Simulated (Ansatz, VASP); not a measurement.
**Al2Cu in VASP and in Ansatz**

```
Al Cu
1.0
     4.10036    0.00000    0.00000
     0.00000    4.10036    0.00000
     0.00000    0.00000    2.82751
Al Cu
2 1
Cartesian
  2.0502 0.0000 1.4138
  0.0000 2.0502 1.4138
  0.0000 0.0000 0.0000
```

Alike in both runs: task electric field gradients; functional PBEsol; k mesh 9 × 9 × 12; occupations fermi-dirac, width 0.05 eV; no spin polarisation.

|  | VASP | Ansatz |
| --- | --- | --- |
| version | VASP 6.6.1 | Ansatz 0.2.0 |
| potentials or method | VASP PAW PBE potentials, release 64 (Al, Cu), cutoff 520 eV | all-electron PAW with datasets made for the crystal, scalar-relativistic |

```csv
,VASP,Ansatz,Ansatz less VASP
pressure (GPa),0.2,0.0,-0.23
"traceless stress, the component that is largest in VASP (GPa)",-0.05,-0.04,+0.012
size of Vzz on the site where it differs most (V/Å²),17.3,19.8,+2.49
```

VASP's potentials were made for PBE, not for PBEsol. Ansatz ran all-electron here, and VASP with PAW potentials.
